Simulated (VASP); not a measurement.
A run of VASP 6.6.1:

File INCAR:

```
ALGO = Normal
EDIFF = 1E-6
ENCUT = 520
GGA = PE
ISIF = 2
ISMEAR = -1
LASPH = True
LCHARG = True
LELF = True
LREAL = False
LVHAR = True
LWAVE = False
NBANDS = 11
NELM = 100
PREC = Accurate
SIGMA = 0.1
```

File KPOINTS:

```
k-points
0
Gamma
  7 7 7
```

The input POSCAR:

```
Ni
1.0
    2.3265229988      0.0000000000      0.0000000000
    0.0000000000      2.3265229988      0.0000000000
    0.0000000000      0.0000000000      2.3265229988
Ni
1
Direct
    0.0000000000      0.0000000000      0.0000000000
```

Potentials or basis: VASP PAW PBE potentials, release 64 (Ni).

Run with:

```bash
$ cat potpaw_PBE.64/Ni/POTCAR > POTCAR
$ mpirun -np 1 vasp_std > vasp.out
```

Hardware: 1 thread of Intel Xeon 6975P-C, on a shared host.

Q: How long does it take, and how much memory?

A: Wall time 3.4 s on 1 thread of Intel Xeon 6975P-C (shared host), peak memory 0.12 GiB. Counts: scf iterations 11, k points 20.
